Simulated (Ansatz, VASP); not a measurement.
# One calculation of Sn, two programs

The input INCAR:

```
SYSTEM = Sn
PREC = Accurate
ENCUT = 520
EDIFF = 1E-7
ISMEAR = 0
SIGMA = 0.1
LREAL = .False.
LASPH = .True.
NELM = 80
ALGO = Normal
ISIF = 2
LWAVE = .False.
LCHARG = .False.
GGA = PE
NBANDS = 21
```

KPOINTS

```
regular mesh
0
Gamma
  6 6 2
  0 0 0
```

File POSCAR:

```
Sn
1.0
    3.6691776300      0.0000000000      0.0000000000
    0.0000000000      3.6691776300      0.0000000000
    0.0000000000      0.0000000000      8.3168237200
Sn
2
Direct
    0.0000000000      0.5000000000      0.4366429400
    0.5000000000      0.0000000000      0.5633570600
```

Input for Ansatz:

```yaml
crystal:
  lattice:
    - [3.66917763, 0.0, 0.0]
    - [0.0, 3.66917763, 0.0]
    - [0.0, 0.0, 8.31682372]
  atoms:
    - { symbol: Sn, position: [0.0, 0.5, 0.43664294] }
    - { symbol: Sn, position: [0.5, 0.0, 0.56335706] }
basis:
  ecutwfc: 420
kpoints:
  mp_grid: { grid: [6, 6, 2] }
hamiltonian:
  xc: pbe
scf:
  occupations: { method: gaussian, width: 0.1 }
  lower_state_search: "off"
output:
  forces: true
  stress: true
  eigenvalues: true
```

Alike in both runs: task single point; functional PBE; k mesh 6 × 6 × 2; occupations gaussian, width 0.1 eV; no spin polarisation.

|  | VASP | Ansatz |
| --- | --- | --- |
| version | VASP 6.6.1 | Ansatz 0.2.0 |
| potentials or method | VASP PAW PBE potentials, release 64 (Sn_d), cutoff 520 eV | scalar-relativistic, plane waves, PAW |
| valence electrons in the cell | 28 | 28 |

Ansatz gave:

```
gap on the k mesh at the Fermi level (eV) : none
rms of the force components (eV/Å)        : 0.624
```

Question: Which values does VASP return?

Answer: gap on the k mesh at the Fermi level (eV): none; rms of the force components (eV/Å): 0.622.

Atom by atom the forces differ by 0.001 eV/Å (rms over components). A gap of «none» marks a metal or a gap that the smearing closes.

The k mesh is coarse, so the values compare programs but aren't converged.
